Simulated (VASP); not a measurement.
# Al15N15F (a cell with a defect) in VASP: a series of runs

The runs below take Al15N15F (a cell with a defect) through single point, with PBE.

Program: VASP 6.6.1. These are calculated values, not measurements. Logs are shortened: lines on timing, memory, paths and dates and some standing lists are left out, and cuts for length are marked.

## Step 1: The cell of the first run

The cell holds a defect, 31 atoms: a = 6.260 Å, b = 6.260 Å, c = 10.035 Å, α = 90.00°, β = 90.00°, γ = 120.00°.

## Step 2: Single point, PBE

INCAR reads:

```
SYSTEM = Al15N15F
PREC     = Accurate       ! precision mode
ENCUT    = 520            ! plane-wave cutoff, eV
EDIFF    = 1E-6           ! SCF threshold, eV
ISMEAR   = -1             ! smearing method
SIGMA    = 0.01           ! smearing width, eV
LREAL    = Auto         
LASPH    = .True.         ! aspherical terms in the spheres
NELM     = 120            ! most SCF steps
ALGO     = Normal         ! electronic algorithm
ISIF     = 2              ! what is computed and relaxed
LWAVE    = .False.        ! write WAVECAR
LCHARG   = .True.         ! write CHGCAR
GGA      = PE             ! functional
LELF     = .True.         ! ELF
LVHAR    = .True.       
NBANDS   = 84             ! bands
GGA_COMPAT= .False.
```

KPOINTS reads:

```
Automatic mesh
0
Gamma
  1 1 1
  0.25 0.25 0.25
```

POSCAR reads:

```
Al15N15F
1.0
    6.2595139128      0.0000000578      0.0000000000
   -3.1297570064      5.4208980350      0.0000000000
    0.0000000000      0.0000000000     10.0348065929
Al F N
15 1 15
Direct
    0.3348616099      0.1684803104      0.2354479757
    0.3310527475      0.1713656072      0.7503852878
    0.1654598318      0.3368087719      0.9972931397
    0.3382510021      0.6679830751      0.2540396359
    0.1581914343      0.8052471899      0.5051295558
    0.3339551967      0.6673007139      0.7489030113
    0.1667218379      0.8337666302      1.0002622096
    0.8343088817      0.1643545954      0.2539742367
    0.6981258118      0.3444359598      0.5053013898
    0.8351506324      0.1683933492      0.7490872465
    0.6685307913      0.3358121873      1.0003629236
    0.8342113627      0.6686818698      0.2495855813
    0.6675817968      0.8340396287      0.5046325685
    0.8327025416      0.6698627578      0.7521410407
    0.6668549766      0.8355339960      1.0001074726
    0.3424446163      0.1595057189      0.4315131132
    0.1688053377      0.3337668138      0.1909008735
    0.3329489391      0.1689565580      0.9427921469
    0.1667850392      0.3356821682      0.7044717935
    0.3536581505      0.6990525573      0.4370713647
    0.1688638140      0.8331071765      0.1913915008
    0.3331366038      0.6723282992      0.9409986607
    0.1684268893      0.8374460386      0.6896080053
    0.8010976472      0.1468976786      0.4367072629
    0.6702869034      0.3346008211      0.1912829403
    0.8298239162      0.1692588472      0.9411658905
    0.6652448496      0.3340666683      0.6897492009
    0.8343956508      0.6677240074      0.4403481689
    0.6704460019      0.8319026844      0.1882596191
    0.8331811054      0.6692939722      0.9407911858
    0.6686426705      0.8335440147      0.6938277324
```

Potentials or basis: VASP PAW PBE potentials, release 64 (Al, F, N).

The run is started by

```console
$ cat potpaw_PBE.64/Al/POTCAR potpaw_PBE.64/F/POTCAR potpaw_PBE.64/N/POTCAR > POTCAR
$ mpirun -np 1 vasp_std > vasp.out
```

OUTCAR:

```text
SYSTEM = Al15N15F
   PREC = Accurate
   ENCUT = 520
   EDIFF = 1E-6
   ISMEAR = -1
   LREAL = Auto
   LASPH = .True.
   NELM = 120
   ISIF = 2
   GGA = PE

 ion  position               nearest neighbor table
   1  0.335  0.168  0.235-  17 1.85  21 1.87  25 1.87  16 1.97  11 2.97   7 2.98   3 3.01   4 3.12
                             8 3.13  12 3.13  12 3.13   8 3.14   4 3.15   5 3.35   9 3.35
   2  0.331  0.171  0.750-  19 1.84  23 1.91  27 1.91  18 1.93   3 3.06  10 3.09   6 3.10   7 3.10
                            11 3.10  14 3.13  14 3.13   5 3.16   9 3.16   6 3.16  10 3.16
   3  0.165  0.337  0.997-  18 1.90  22 1.90  26 1.90  17 1.94   1 3.01   2 3.06  10 3.07   6 3.07
                             7 3.11  11 3.11  15 3.13  15 3.13   8 3.14   4 3.14  11 3.15   7 3.15
   4  0.338  0.668  0.254-  20 1.84  29 1.92  21 1.92  17 1.92   5 3.05  13 3.08  12 3.10   8 3.11
                            15 3.11   1 3.12   7 3.14   3 3.14   1 3.15   8 3.15  12 3.16
   5  0.158  0.805  0.505-  20 1.79  23 1.86  28 1.88  16 2.06   9 2.88   6 2.98  14 3.05   4 3.05
                            13 3.10  12 3.11   2 3.16  13 3.16   1 3.35
   6  0.334  0.667  0.749-  19 1.85  31 1.90  23 1.91  22 1.93   5 2.98  13 3.05   3 3.07   2 3.10
                            15 3.10   7 3.10  14 3.11  10 3.12  10 3.14  14 3.15   2 3.16
   7  0.167  0.834  0.000-  22 1.87  30 1.90  18 1.91  21 1.92   1 2.98  14 3.08  12 3.08   6 3.10
                             2 3.10   3 3.11  11 3.12  15 3.13  15 3.13   4 3.14  11 3.14   3 3.15
   8  0.834  0.164  0.254-  24 1.84  25 1.92  29 1.92  17 1.92   9 3.05  13 3.09  12 3.10   4 3.11
                            15 3.11   1 3.13  11 3.13   3 3.14   1 3.14   4 3.15  12 3.16
   9  0.698  0.344  0.505-  24 1.79  27 1.86  28 1.88  16 2.07   5 2.88  10 2.98  14 3.05   8 3.05
                            13 3.10  12 3.11   2 3.16  13 3.16   1 3.35
  10  0.835  0.168  0.749-  19 1.85  31 1.90  27 1.91  26 1.93   9 2.98  13 3.05   3 3.07   2 3.09
                            15 3.10  11 3.10  14 3.11   6 3.12   6 3.14  14 3.15   2 3.16
  11  0.669  0.336  0.000-  26 1.87  30 1.90  18 1.91  25 1.92   1 2.97  14 3.08  12 3.08  10 3.10
                             2 3.10   3 3.11   7 3.12  15 3.13  15 3.13   8 3.13   7 3.14   3 3.15
  12  0.834  0.669  0.250-  29 1.88  25 1.90  21 1.91  28 1.91   7 3.08  11 3.08  15 3.09   4 3.10
                             8 3.10   5 3.11   9 3.11  13 3.13   1 3.13   1 3.13   8 3.16   4 3.16
  13  0.668  0.834  0.505-  24 1.83  20 1.84  31 1.90  28 1.92   6 3.05  10 3.05  14 3.06   4 3.08
                             8 3.09   5 3.10   9 3.10  12 3.13   9 3.16   5 3.16
  14  0.833  0.670  0.752-  31 1.87  30 1.89  27 1.92  23 1.93   9 3.05   5 3.05  13 3.06  15 3.07
                             7 3.08  11 3.08  10 3.11   6 3.11   2 3.13   2 3.13   6 3.15  10 3.15
  15  0.667  0.836  0.000-  29 1.89  30 1.90  26 1.90  22 1.90  14 3.07  12 3.09  10 3.10   6 3.10
                             4 3.11   8 3.11   7 3.13  11 3.13   3 3.13   3 3.13  11 3.13   7 3.13
  16  0.342  0.160  0.432-   1 1.97   5 2.06   9 2.07
  17  0.169  0.334  0.191-   1 1.85   4 1.92   8 1.92   3 1.94
  18  0.333  0.169  0.943-   3 1.90   7 1.91  11 1.91   2 1.93
  19  0.167  0.336  0.704-   2 1.84   6 1.85  10 1.85
  20  0.354  0.699  0.437-   5 1.79  13 1.84   4 1.84
  21  0.169  0.833  0.191-   1 1.87  12 1.91   7 1.92   4 1.92
  22  0.333  0.672  0.941-   7 1.87  15 1.90   3 1.90   6 1.93
  23  0.168  0.837  0.690-   5 1.86   2 1.91   6 1.91  14 1.93
  24  0.801  0.147  0.437-   9 1.79  13 1.83   8 1.84
  25  0.670  0.335  0.191-   1 1.87  12 1.90  11 1.92   8 1.92
  26  0.830  0.169  0.941-  11 1.87  15 1.90   3 1.90  10 1.93
  27  0.665  0.334  0.690-   9 1.86   2 1.91  10 1.91  14 1.92
  28  0.834  0.668  0.440-   9 1.88   5 1.88  12 1.91  13 1.92
  29  0.670  0.832  0.188-  12 1.88  15 1.89   4 1.92   8 1.92
  30  0.833  0.669  0.941-  14 1.89  15 1.90   7 1.90  11 1.90
  31  0.669  0.834  0.694-  14 1.87   6 1.90  10 1.90  13 1.90

  LATTYP: Found a hexagonal cell.
 ALAT       =     6.2595139128
 C/A-ratio  =     1.6031287306

  Lattice vectors:

 A1 = (   6.2595139128,   0.0000000578,   0.0000000000)
 A2 = (  -3.1297570064,   5.4208980350,   0.0000000000)
 A3 = (   0.0000000000,   0.0000000000,  10.0348065929)

Analysis of symmetry for initial positions (statically):
=====================================================================
 Subroutine PRICEL returns:
 Original cell was already a primitive cell.

 Routine SETGRP: Setting up the symmetry group for a
 hexagonal supercell.

 Subroutine GETGRP returns: Found  1 space group operations
 (whereof  1 operations were pure point group operations)
 out of a pool of 24 trial point group operations.

The static configuration has the point symmetry C_1 .

Analysis of symmetry for dynamics (positions and initial velocities):
=====================================================================
 Subroutine PRICEL returns:
 Original cell was already a primitive cell.

 Routine SETGRP: Setting up the symmetry group for a
 hexagonal supercell.

 Subroutine GETGRP returns: Found  1 space group operations
 (whereof  1 operations were pure point group operations)
[... 105 lines left out ...]
     0.184471279  0.184471279  0.099653141

  Shift w.r.t. Gamma in fractional coordinates (k-lattice)
     0.250000000  0.250000000  0.250000000

 Subroutine IBZKPT returns following result:
 ===========================================

 Found      6 irreducible k-points:

 Following reciprocal coordinates:
            Coordinates               Weight
  0.250000  0.250000  0.250000      2.000000
 -0.250000  0.500000  0.250000      2.000000
  0.500000  0.250000  0.250000      2.000000
 -0.250000 -0.250000  0.250000      2.000000
  0.250000  0.500000  0.250000      2.000000
  0.500000 -0.250000  0.250000      2.000000
   k-points           NKPTS =      6   k-points in BZ     NKDIM =      6   number of bands    NBANDS=     84
   number of dos      NEDOS =    301   number of ions     NIONS =     31
   total plane-waves  NPLWV = 184320
   dimension x,y,z NGX =    48 NGY =   48 NGZ =   80
   dimension x,y,z NGXF=    96 NGYF=   96 NGZF=  160
   ions per type =              15   1  15
   NGX,Y,Z   is equivalent  to a cutoff of  12.75, 12.75, 13.25 a.u.
   NGXF,Y,Z  is equivalent  to a cutoff of  25.50, 25.50, 26.51 a.u.
 SYSTEM =  Al15N15F
   PREC   = accura    normal or accurate (medium, high low for compatibility)
   ISTART =      0    job   : 0-new  1-cont  2-samecut
   ICHARG =      2    charge: 1-file 2-atom 10-const
   ISPIN  =      1    spin polarized calculation?
   LNONCOLLINEAR =      F non collinear calculations
   LSORBIT =      F    spin-orbit coupling
   LASPH  =      T    aspherical Exc in radial PAW
   ENCUT  =  520.0 eV  38.22 Ry    6.18 a.u.  11.64 11.64 18.66*2*pi/ulx,y,z
   NELM   =    120;   NELMIN=  2; NELMDL= -5     # of ELM steps
   EDIFF  = 0.1E-05   stopping-criterion for ELM
   LREAL  =      T    real-space projection
   EDIFFG = 0.1E-04   stopping-criterion for IOM
   NSW    =      0    number of steps for IOM
   IBRION =     -1    ionic relax: 0-MD 1-quasi-New 2-CG
   NFREE  =      0    steps in history (QN), initial steepest desc. (CG)
   ISIF   =      2    stress and relaxation
   ISYM   =      2    0-nonsym 1-usesym 2-fastsym
   POTIM  = 0.5000    time-step for ionic-motion
   TEBEG  =    0.0;   TEEND  =   0.0 temperature during run
   PSTRESS=    0.0 pullay stress
   NELECT =     127.0000    total number of electrons
   NUPDOWN=      -1.0000    fix difference up-down
   EMIN   =  10.00;   EMAX   =-10.00  energy-range for DOS
   EFERMI =   0.00;   METHOD = LEGACY
   ISMEAR =    -1;   SIGMA  =   0.01  broadening in eV -4-tet -1-fermi 0-gaus
   EFERMI_NEDOS =   21; number of points for ismear=-14 and -15
   IALGO  =     38    algorithm
   IMIX   =      4    mixing-type and parameters
     AMIX     =   0.40;   BMIX     =  1.00
     AMIX_MAG =   1.60;   BMIX_MAG =  1.00
  volume/ion in A,a.u.               =      10.98        74.12
  Fermi-wavevector in a.u.,A,eV,Ry     =   1.178426  2.226903 18.894257  1.388689
  Thomas-Fermi vector in A             =   2.314755
   LORBIT       =      0    0 simple, 1 ext, 2 COOP (PROOUT), +10 PAW based schemes
   GGA     = PE    functional components
   LHFCALC =     F    Hartree Fock is set to
   AEXX    =    0.0000 exact exchange contribution
   IVDW    =     0    specifies the selected vdW correction
   LEPSILON=     F    determine dielectric tensor
   LRPA    =     F    only Hartree local field effects (RPA)
 non-spin polarized calculation
  energy-cutoff  :      520.00
  volume of cell :      340.50
 maximum number of plane-waves:      9148
 NGX is ok and might be reduce to    48
   NGX = 23   NGY = 23   NGZ = 37

 number of electron     126.9999998 magnetization

 Free energy of the ion-electron system (eV)
  ---------------------------------------------------
  ext. energy  EPLUGINS =         0.00000000
  ---------------------------------------------------
  free energy    TOTEN  =      -226.91943612 eV

  energy without entropy =     -226.91144256  energy(sigma->0) =     -226.91543934

 E-fermi :   6.2143     XC(G=0): -10.6053

 val. band max:        6.1702865490   @ k =   0.2500   0.2500   0.2500
 cond. band min:       6.2248506057   @ k =   0.5000  -0.2500   0.2500
 fundamental gap:      0.0545640567
 Fermi energy:         6.2143356994

 k-point     1 :       0.2500    0.2500    0.2500
  band No.  band energies     occupation
      1     -19.2879      2.00000
      2      -9.0990      2.00000
      3      -8.7589      2.00000
      4      -8.5144      2.00000
      5      -8.3579      2.00000
      6      -8.2513      2.00000
[... 457 lines left out ...]
     74      12.2668      0.00000
     75      12.3452      0.00000
 [bands above 75 left out]

------------------------ aborting loop because EDIFF is reached ----------------------------------------

  FORCE on cell =-STRESS in cart. coord.  units (eV):
  Direction    XX          YY          ZZ          XY          YZ          ZX
  --------------------------------------------------------------------------------------
  -------------------------------------------------------------------------------------
  Total       -0.0873373     -1.5863198      6.9300977     -1.5102146      0.3146616     -0.5373819
  in kB       -0.4109502     -7.4641519     32.6083696     -7.1060519      1.4805852     -2.5285571
  external PRESSURE =       8.2444225 kB  Pullay stress =       0.0000000 kB

 VOLUME and BASIS-vectors are now :
 -----------------------------------------------------------------------------
  energy-cutoff  :      520.00
  volume of cell :      340.50
      direct lattice vectors                 reciprocal lattice vectors
     6.259513913  0.000000058  0.000000000     0.159756813  0.092235641  0.000000000
    -3.129757006  5.420898035  0.000000000    -0.000000002  0.184471279  0.000000000
     0.000000000  0.000000000 10.034806593     0.000000000  0.000000000  0.099653141

 POSITION                                       TOTAL-FORCE (eV/Angst)
 -----------------------------------------------------------------------------------
      1.56877      0.91331      2.36267         0.112653     -0.078583     -0.043728
      1.53590      0.92896      7.52997        -0.007725      0.011474      0.021807
     -0.01843      1.82581     10.00764        -0.127416      0.072782     -0.106062
      0.02666      3.62107      2.54924         0.071367     -0.059645     -0.149870
     -1.53003      4.36516      5.06888        -0.160189      0.111915      0.132905
      0.00191      3.61737      7.51510         0.092150     -0.229301      0.056129
[... 23 lines left out ...]
      3.12058      3.62817      9.44066         0.173352     -0.101951      0.009632
      1.57659      4.51856      6.96243        -0.170037      0.115547     -0.168528
 -----------------------------------------------------------------------------------
    total drift:                                0.001039     -0.001679      0.016752

  FREE ENERGIE OF THE ION-ELECTRON SYSTEM (eV)
  ---------------------------------------------------
  free  energy   TOTEN  =      -226.9194361150 eV

  energy  without entropy=     -226.9114425635  energy(sigma->0) =     -226.91543934
```

Wall time 8.3 min (1 thread of Intel Xeon 8259CL, shared host); peak memory 0.48 GiB.

What came out:

```
Free energy            : -226.9194 eV
Pressure               : 0.8 GPa
Largest force          : 0.288 eV/Å
Band gap on the k mesh : zero (an odd number of electrons rules out a gap without spin polarisation)
```

Forces in eV/Å, atoms in the order of the input:
```
Al   0.113 -0.079 -0.044
Al  -0.008  0.011  0.022
Al  -0.127  0.073 -0.106
Al   0.071 -0.060 -0.150
Al  -0.160  0.112  0.133
Al   0.092 -0.229  0.056
Al  -0.078  0.085 -0.017
Al   0.116 -0.054 -0.170
Al  -0.191  0.073  0.145
Al   0.247  0.029  0.047
Al  -0.118  0.022 -0.050
Al   0.125 -0.049 -0.008
Al   0.133 -0.115  0.228
Al   0.138 -0.083  0.023
Al  -0.152  0.082 -0.050
F    0.069 -0.039 -0.020
N   -0.223  0.123  0.084
N    0.239 -0.105  0.066
N   -0.157  0.080  0.019
N    0.049 -0.160 -0.121
N   -0.152  0.065  0.034
N    0.176 -0.070  0.050
N   -0.133  0.071  0.017
N    0.177  0.100 -0.111
N   -0.159  0.058  0.044
N    0.162 -0.120  0.037
N   -0.134  0.077  0.006
N    0.053 -0.020 -0.069
N   -0.171  0.110  0.062
N    0.173 -0.102  0.010
N   -0.170  0.116 -0.169
```

Stress tensor (GPa, compression positive):
```
-0.04 -0.71 -0.25
-0.71 -0.75  0.15
-0.25  0.15  3.26
```

Levels at points of the mesh, in eV from the Fermi level:
```
           k point  band 61  band 62  band 63  band 64  band 65  band 66
(0.25, 0.25, 0.25)    -1.44    -1.05    -0.77    -0.04     4.46     4.84
```

Caveat: the k points lie up to 0.58 Å⁻¹ apart, too coarse for converged energies and pressures of a metal; an odd number of electrons without spin polarisation forces a metal; a magnetic or distorted state may lie lower.

(Continued in part 2 of 2.)

The gap in the log of VASP goes by the Fermi energy; the results here count the filled bands.